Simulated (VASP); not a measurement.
TiIn2, 3 atoms in the cell. It takes space group P6/mmm (No. 191, hexagonal). The conventional cell has a = 5.057 Å, b = 5.057 Å, c = 2.907 Å, α = 90.00°, β = 90.00°, γ = 120.00°. Within 3.8 Å of Ti (site symmetry 6/mmm) lie 2 Ti at 2.91 Å and 12 In at 3.26 Å. In (site symmetry -6m2) has 5 In at 2.91 to 2.92 Å and 6 Ti at 3.26 Å within 3.8 Å. 

```yaml
Program: VASP 6.6.1
Task: single point
Functional: PBE
Potentials_or_basis: VASP PAW PBE potentials, release 64 (Ti_sv, In_d)
Cutoff: 520 eV
k_mesh: 6 × 6 × 4
Occupations: gaussian, width 0.1 eV
Spin: no spin polarisation
Dipole_correction: no
Further_INCAR_settings: ALGO = Fast; EDIFF = 1e-06; NBANDS = 26
```

Potentials or basis: VASP PAW PBE potentials, release 64 (Ti_sv, In_d).

The run is started by

```sh
$ cat potpaw_PBE.64/Ti_sv/POTCAR potpaw_PBE.64/In_d/POTCAR > POTCAR
$ mpirun -np 1 vasp_std > vasp.out
```

Hardware: 1 thread of AMD EPYC 7R43 64-Core Processor (Zen 3), on a shared host.

Estimate the wall time of this run.

Run time: 120 s on 1 thread of AMD EPYC 7R43 64-Core Processor (Zen 3), with other jobs on the host, peak memory 0.16 GiB. Counts: scf iterations 38, k points 21.
